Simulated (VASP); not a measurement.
# Ni (Fm-3m) in VASP: further runs

The runs below take Ni through single point, with LDA.

Everything below comes from runs of VASP 6.6.1. Logs are shortened: lines on timing, memory, paths and dates and some standing lists are left out, and cuts for length are marked.

### 1 The cell of the first run

The structure is cubic, space group Fm-3m (No. 225). The conventional cell has a = 2.717 Å, b = 2.717 Å, c = 2.717 Å, α = 90.00°, β = 90.00°, γ = 90.00°. Ni (site symmetry m-3m) has 12 Ni at 1.92 Å within 2.5 Å.

### 2 Single point, LDA, collinear spin, ferromagnetic start (5.01 Å³/atom)

INCAR reads:

```
  ALGO = Normal
  EDIFF = 1E-7
  ENCUT = 520
  ISIF = 2
  ISMEAR = -1
  ISPIN = 2
  LASPH = T
  LCHARG = F
  LMAXMIX = 4
  LORBIT = 11
  LREAL = F
  LWAVE = F
  MAGMOM = 1
  NBANDS = 15
  NELM = 150
  PREC = Accurate
  SIGMA = 0.05
```

KPOINTS reads:

```
k-points
0
Gamma
  21 21 21
```

POSCAR reads:

```
Ni
1.0
    0.0000000000      1.3584763536      1.3584763536
    1.3584763536      0.0000000000      1.3584763536
    1.3584763536      1.3584763536      0.0000000000
Ni
1
Direct
    0.0000000000      0.0000000000      0.0000000000
```

Potentials or basis: VASP PAW LDA potentials, release 64 (Ni).

Command:

```bash
$ cat potpaw_LDA.64/Ni/POTCAR > POTCAR
$ mpirun -np 1 vasp_std > vasp.out
```

OUTCAR:

```text
EDIFF = 1E-7
   ENCUT = 520
   ISIF = 2
   ISMEAR = -1
   ISPIN = 2
   LASPH = T
   LORBIT = 11
   LREAL = F
   NELM = 150
   PREC = Accurate

 ion  position               nearest neighbor table
   1  0.000  0.000  0.000-

  LATTYP: Found a face centered cubic cell.
 ALAT       =     2.7169527072

  Lattice vectors:

 A1 = (   0.0000000000,   1.3584763536,   1.3584763536)
 A2 = (   1.3584763536,   0.0000000000,   1.3584763536)
 A3 = (   1.3584763536,   1.3584763536,   0.0000000000)

Analysis of symmetry for initial positions (statically):
=====================================================================
 Subroutine PRICEL returns:
 Original cell was already a primitive cell.

 Routine SETGRP: Setting up the symmetry group for a
 face centered cubic supercell.

 Subroutine GETGRP returns: Found 48 space group operations
 (whereof 48 operations were pure point group operations)
 out of a pool of 48 trial point group operations.

The static configuration has the point symmetry O_h .

Analysis of symmetry for dynamics (positions and initial velocities):
=====================================================================
 Subroutine PRICEL returns:
 Original cell was already a primitive cell.

 Routine SETGRP: Setting up the symmetry group for a
 face centered cubic supercell.

 Subroutine GETGRP returns: Found 48 space group operations
 (whereof 48 operations were pure point group operations)
 out of a pool of 48 trial point group operations.

The dynamic configuration has the point symmetry O_h .

Analysis of structural, dynamic, and magnetic symmetry:
=====================================================================
 Subroutine PRICEL returns:
 Original cell was already a primitive cell.

 Routine SETGRP: Setting up the symmetry group for a
 face centered cubic supercell.

 Subroutine GETGRP returns: Found 48 space group operations
 (whereof 48 operations were pure point group operations)
 out of a pool of 48 trial point group operations.

The overall configuration has the point symmetry O_h .

 Subroutine INISYM returns: Found 48 space group operations
 (whereof 48 operations are pure point group operations),
 and found     1 'primitive' translations

----------------------------------------------------------------------------------------

                                     Primitive cell

  volume of cell :       5.0140

  direct lattice vectors                    reciprocal lattice vectors
     0.000000000  1.358476354  1.358476354    -0.368059406  0.368059406  0.368059406
     1.358476354  0.000000000  1.358476354     0.368059406 -0.368059406  0.368059406
     1.358476354  1.358476354  0.000000000     0.368059406  0.368059406 -0.368059406

  length of vectors
     1.921175683  1.921175683  1.921175683     0.637497592  0.637497592  0.637497592

  position of ions in fractional coordinates (direct lattice)
     0.000000000  0.000000000  0.000000000

  ion indices of the primitive-cell ions
   primitive index   ion index
                 1           1

----------------------------------------------------------------------------------------

 KPOINTS: k-points

Automatic generation of k-mesh.
 Grid dimensions read from file:
 generate k-points for:   21   21   21

 Generating k-lattice:

  Cartesian coordinates                     Fractional coordinates (reciprocal lattice)
    -0.017526638  0.017526638  0.017526638     0.047619048  0.000000000  0.000000000
     0.017526638 -0.017526638  0.017526638     0.000000000  0.047619048  0.000000000
     0.017526638  0.017526638 -0.017526638     0.000000000  0.000000000  0.047619048

  Length of vectors
     0.030357028  0.030357028  0.030357028

  Shift w.r.t. Gamma in fractional coordinates (k-lattice)
     0.000000000  0.000000000  0.000000000

 Subroutine IBZKPT returns following result:
 ===========================================

 Found    286 irreducible k-points:

 Following reciprocal coordinates:
            Coordinates               Weight
  0.000000  0.000000  0.000000      1.000000
  0.047619  0.000000  0.000000      8.000000
  0.095238  0.000000  0.000000      8.000000
  0.142857  0.000000  0.000000      8.000000
  0.190476  0.000000  0.000000      8.000000
  0.238095  0.000000  0.000000      8.000000
[... 16 lines left out ...]
 -0.428571  0.047619  0.000000     24.000000
 -0.380952  0.047619  0.000000     24.000000
 [... further k-points ...]
   k-points           NKPTS =    286   k-points in BZ     NKDIM =    286   number of bands    NBANDS=     15
   number of dos      NEDOS =    301   number of ions     NIONS =      1
   total plane-waves  NPLWV =   2744
   dimension x,y,z NGX =    14 NGY =   14 NGZ =   14
   dimension x,y,z NGXF=    28 NGYF=   28 NGZF=   28
   ions per type =               1
   NGX,Y,Z   is equivalent  to a cutoff of  12.11, 12.11, 12.11 a.u.
   NGXF,Y,Z  is equivalent  to a cutoff of  24.23, 24.23, 24.23 a.u.
 SYSTEM =  unknown system
   PREC   = accura    normal or accurate (medium, high low for compatibility)
   ISTART =      0    job   : 0-new  1-cont  2-samecut
   ICHARG =      2    charge: 1-file 2-atom 10-const
   ISPIN  =      2    spin polarized calculation?
   LNONCOLLINEAR =      F non collinear calculations
   LSORBIT =      F    spin-orbit coupling
   LASPH  =      T    aspherical Exc in radial PAW
   ENCUT  =  520.0 eV  38.22 Ry    6.18 a.u.   3.57  3.57  3.57*2*pi/ulx,y,z
   NELM   =    150;   NELMIN=  2; NELMDL= -5     # of ELM steps
   EDIFF  = 0.1E-06   stopping-criterion for ELM
   LREAL  =      F    real-space projection
   EDIFFG = 0.1E-05   stopping-criterion for IOM
   NSW    =      0    number of steps for IOM
   IBRION =     -1    ionic relax: 0-MD 1-quasi-New 2-CG
   NFREE  =      0    steps in history (QN), initial steepest desc. (CG)
   ISIF   =      2    stress and relaxation
   ISYM   =      2    0-nonsym 1-usesym 2-fastsym
   POTIM  = 0.5000    time-step for ionic-motion
   TEBEG  =    0.0;   TEEND  =   0.0 temperature during run
   PSTRESS=    0.0 pullay stress
   NELECT =      10.0000    total number of electrons
   NUPDOWN=      -1.0000    fix difference up-down
   EMIN   =  10.00;   EMAX   =-10.00  energy-range for DOS
   EFERMI =   0.00;   METHOD = LEGACY
   ISMEAR =    -1;   SIGMA  =   0.05  broadening in eV -4-tet -1-fermi 0-gaus
   EFERMI_NEDOS =   21; number of points for ismear=-14 and -15
   IALGO  =     38    algorithm
   IMIX   =      4    mixing-type and parameters
     AMIX     =   0.40;   BMIX     =  1.00
     AMIX_MAG =   1.60;   BMIX_MAG =  1.00
  volume/ion in A,a.u.               =       5.01        33.84
  Fermi-wavevector in a.u.,A,eV,Ry     =   2.060690  3.894140 57.776391  4.246445
  Thomas-Fermi vector in A             =   3.060978
   LORBIT       =     11    0 simple, 1 ext, 2 COOP (PROOUT), +10 PAW based schemes
   GGA     = CA    functional components
   LHFCALC =     F    Hartree Fock is set to
   AEXX    =    0.0000 exact exchange contribution
   IVDW    =     0    specifies the selected vdW correction
   LEPSILON=     F    determine dielectric tensor
   LRPA    =     F    only Hartree local field effects (RPA)
 spin polarized calculation
  energy-cutoff  :      520.00
  volume of cell :        5.01
 maximum number of plane-waves:       144
   NGX =  7   NGY =  7   NGZ =  7

 number of electron      10.0000006 magnetization      -0.0083673

 number of electron      10.0000006 magnetization       0.0003711

 Free energy of the ion-electron system (eV)
  ---------------------------------------------------
  ext. energy  EPLUGINS =         0.00000000
  ---------------------------------------------------
  free energy    TOTEN  =         0.77508284 eV

  energy without entropy =        0.78536227  energy(sigma->0) =        0.78022256

 E-fermi :  26.3880     XC(G=0): -18.8314

 val. band max:       26.3879682437   @ k =   0.4762   0.3333   0.0476
 cond. band min:      26.3903280380   @ k =   0.4286   0.1905   0.0000
 fundamental gap:      0.0023597944
 Fermi energy:        26.3880255845

 spin component 1

 k-point     1 :       0.0000    0.0000    0.0000
  band No.  band energies     occupation
      1      11.1084      1.00000
      2      20.4461      1.00000
      3      20.4461      1.00000
      4      20.4461      1.00000
      5      24.0237      1.00000
      6      24.0237      1.00000
      7      55.0008      0.00000
      8      65.8475      0.00000
      9      65.8475      0.00000
     10      65.8475      0.00000
     11      69.6063      0.00000
     12      74.3428      0.00000
     13      78.6731      0.00000
     14      78.6731      0.00000
     15      78.6731      0.00000
[... 397 lines left out ...]
 k-point    24 :      -0.3810    0.0476    0.0000
  band No.  band energies     occupation
      1      14.8939      1.00000
      2      20.2909      1.00000
      3      20.4652      1.00000
      4      22.8845      1.00000
      5      25.5839      1.00000
      6      26.6822      0.00278
      7      43.6274      0.00000
      8      54.0517      0.00000
      9      65.2321      0.00000
     10      68.0470      0.00000
     11      69.7317      0.00000
     12      71.8446      0.00000
     13      72.8823      0.00000
     14      82.0514      0.00000
     15      92.3328      0.00000

 [... further k-points ...]

 spin component 2

 k-point     1 :       0.0000    0.0000    0.0000
  band No.  band energies     occupation
      1      11.1085      1.00000
      2      20.4465      1.00000
      3      20.4465      1.00000
      4      20.4465      1.00000
      5      24.0241      1.00000
      6      24.0241      1.00000
      7      55.0008      0.00000
      8      65.8476      0.00000
      9      65.8476      0.00000
     10      65.8476      0.00000
     11      69.6073      0.00000
     12      74.3428      0.00000
     13      78.6732      0.00000
     14      78.6732      0.00000
     15      78.6732      0.00000
[... 397 lines left out ...]
 k-point    24 :      -0.3810    0.0476    0.0000
  band No.  band energies     occupation
      1      14.8941      1.00000
      2      20.2913      1.00000
      3      20.4655      1.00000
      4      22.8847      1.00000
      5      25.5843      1.00000
      6      26.6825      0.00276
      7      43.6277      0.00000
      8      54.0517      0.00000
      9      65.2323      0.00000
     10      68.0472      0.00000
     11      69.7326      0.00000
     12      71.8447      0.00000
     13      72.8824      0.00000
     14      82.0515      0.00000
     15      92.3331      0.00000

 [... further k-points ...]
[... 5 lines left out ...]
  --------------------------------------------------------------------------------------
  -------------------------------------------------------------------------------------
  Total       28.0705617     28.0705617     28.0705617      0.0000000     -0.0000000      0.0000000
  in kB     8969.6488345   8969.6488345   8969.6488345      0.0000000     -0.0000000      0.0000000
  external PRESSURE =    8969.6488345 kB  Pullay stress =       0.0000000 kB

 VOLUME and BASIS-vectors are now :
 -----------------------------------------------------------------------------
  energy-cutoff  :      520.00
  volume of cell :        5.01
      direct lattice vectors                 reciprocal lattice vectors
     0.000000000  1.358476354  1.358476354    -0.368059406  0.368059406  0.368059406
     1.358476354  0.000000000  1.358476354     0.368059406 -0.368059406  0.368059406
     1.358476354  1.358476354  0.000000000     0.368059406  0.368059406 -0.368059406

 POSITION                                       TOTAL-FORCE (eV/Angst)
 -----------------------------------------------------------------------------------
      0.00000      0.00000      0.00000         0.000000      0.000000      0.000000
 -----------------------------------------------------------------------------------
    total drift:                               -0.000000     -0.000000     -0.000000

  FREE ENERGIE OF THE ION-ELECTRON SYSTEM (eV)
  ---------------------------------------------------
  free  energy   TOTEN  =         0.7750828439 eV

  energy  without entropy=        0.7853622683  energy(sigma->0) =        0.78022256

 total charge

# of ion       s       p       d       tot
------------------------------------------
    1        1.039   1.689   9.517  12.245

 magnetization (x)

# of ion       s       p       d       tot
------------------------------------------
    1       -0.000  -0.000   0.000   0.000
```

Run time: 42 s. Hardware: 1 thread of Intel Xeon 8259CL, shared host; peak memory 0.14 GiB.

The run converged, but its numbers aren't listed here, since they failed a check.

Caveat: the cell stands under pressure.

### 3 Single point, LDA, collinear spin, ferromagnetic start (6.02 Å³/atom)

This run uses another cell than the first one, of 6.02 Å³/atom.

INCAR reads:

```
PREC = Accurate
ENCUT = 520
EDIFF = 1E-6
ISMEAR = -1
SIGMA = 0.05
LREAL = F
LASPH = T
NELM = 150
ALGO = Normal
ISIF = 2
LWAVE = F
LCHARG = T
ISPIN = 2
MAGMOM = 1
LORBIT = 11
LMAXMIX = 4
GGA = CA
LELF = T
LVHAR = T
NBANDS = 15
```

KPOINTS reads:

```
Automatic mesh
0
Gamma
  21 21 21
```

POSCAR reads:

```
Ni
1.0
    0.0000000000      1.4435965382      1.4435965382
    1.4435965382      0.0000000000      1.4435965382
    1.4435965382      1.4435965382      0.0000000000
Ni
1
Direct
    0.0000000000      0.0000000000      0.0000000000
```

Potentials or basis: VASP PAW LDA potentials, release 64 (Ni).

Command:

```bash
$ cat potpaw_LDA.64/Ni/POTCAR > POTCAR
$ mpirun -np 1 vasp_std > vasp.out
```

It took 67 s on 1 thread of Intel Xeon 8259CL, shared host; peak memory 0.15 GiB.

The run converged. Its results:

| Quantity | Value |
| --- | --- |
| Free energy | -3.2181 eV |
| Pressure | 435.7 GPa |
| Band gap on the k mesh | zero (filled and empty bands overlap) |
| Net moment | 0.01 μB per cell |

Levels at points of the mesh, in eV from the Fermi level:
Spin up:
| k point | band 2 | band 3 | band 4 | band 5 | band 6 | band 7 | band 8 | band 9 |
| --- | --- | --- | --- | --- | --- | --- | --- | --- |
| (0.00, 0.00, 0.00) | -4.55 | -4.55 | -4.55 | -1.82 | -1.82 | 27.98 | 36.95 | 36.95 |
Spin down:
| k point | band 1 | band 2 | band 3 | band 4 | band 5 | band 6 | band 7 | band 8 | band 9 | band 10 |
| --- | --- | --- | --- | --- | --- | --- | --- | --- | --- | --- |
| (0.00, 0.00, 0.00) | -13.73 | -4.54 | -4.54 | -4.54 | -1.81 | -1.81 | 27.98 | 36.96 | 36.96 | 36.96 |

Caveat: the cell stands under pressure.

### 4 Single point, LDA, collinear spin, ferromagnetic start (6.02 Å³/atom)

This run uses another cell than the first one, of 6.02 Å³/atom.

Edit INCAR of step 3 so:

```diff
@@ -2,3 +2,3 @@
 ENCUT = 520
-EDIFF = 1E-6
+EDIFF = 1E-7
 ISMEAR = -1
@@ -16,3 +16,2 @@
 LMAXMIX = 4
-GGA = CA
 LELF = T
```

KPOINTS is that of step 3.

POSCAR is that of step 3.

Command:

```bash
$ cat potpaw_LDA.64/Ni/POTCAR > POTCAR
$ mpirun -np 1 vasp_std > vasp.out
```

Run time: 81 s. Hardware: 1 thread of Intel Xeon 8259CL, shared host; peak memory 0.15 GiB.

It converged, with:

* Free energy: -3.2181 eV
* Pressure: 435.8 GPa
* Band gap on the k mesh: zero (filled and empty bands overlap)
* Net moment: 0.00 μB per cell

Levels at points of the mesh, in eV from the Fermi level:
Spin up:
| k point | band 3 | band 4 | band 5 | band 6 | band 7 | band 8 |
| --- | --- | --- | --- | --- | --- | --- |
| (0.00, 0.00, 0.00) | -4.55 | -4.55 | -1.81 | -1.81 | 27.98 | 36.95 |
Spin down:
| k point | band 2 | band 3 | band 4 | band 5 | band 6 | band 7 | band 8 | band 9 |
| --- | --- | --- | --- | --- | --- | --- | --- | --- |
| (0.00, 0.00, 0.00) | -4.55 | -4.55 | -4.55 | -1.81 | -1.81 | 27.98 | 36.95 | 36.95 |

Caveat: the cell stands under pressure.

### 5 Single point, LDA, collinear spin, ferromagnetic start (7.02 Å³/atom)

This run uses another cell than the first one, of 7.02 Å³/atom.

INCAR reads:

```
SYSTEM = Ni
PREC = Accurate ; ENCUT = 520
EDIFF = 1E-6 ; ISMEAR = -1
SIGMA = 0.05 ; LREAL = .FALSE.
LASPH = .TRUE. ; NELM = 150
ALGO = Normal ; ISIF = 2
LWAVE = .FALSE. ; LCHARG = .FALSE.
ISPIN = 2 ; MAGMOM = 1
LORBIT = 11 ; LMAXMIX = 4
NBANDS = 15
```

KPOINTS reads:

```
regular mesh
0
G
  21 21 21
  0 0 0
```

POSCAR reads:

```
Ni
1.0
    0.0000000000      1.5197124748      1.5197124748
    1.5197124748      0.0000000000      1.5197124748
    1.5197124748      1.5197124748      0.0000000000
Ni
1
Direct
    0.0000000000      0.0000000000      0.0000000000
```

Command:

```bash
$ cat potpaw_LDA.64/Ni/POTCAR > POTCAR
$ mpirun -np 1 vasp_std > vasp.out
```

It took 50 s on 1 thread of Intel Xeon 8259CL, shared host; peak memory 0.15 GiB.

It converged, with:

- Free energy: -5.1683 eV
- Pressure: 212.7 GPa
- Net moment: 0.46 μB per cell
- Site moments: Ni +0.45 μB

Levels at points of the mesh, in eV from the Fermi level:
Spin up:
| k point | band 3 | band 4 | band 5 | band 6 | band 7 | band 8 |
| --- | --- | --- | --- | --- | --- | --- |
| (0.00, 0.00, 0.00) | -3.89 | -3.89 | -1.70 | -1.70 | 27.11 | 34.61 |
Spin down:
```csv
k point,band 1,band 2,band 3,band 4,band 5,band 6,band 7,band 8,band 9,band 10
"(0.00, 0.00, 0.00)",-12.35,-3.41,-3.41,-3.41,-1.26,-1.26,27.14,34.66,34.66,34.66
```

Caveat: the cell stands under pressure.
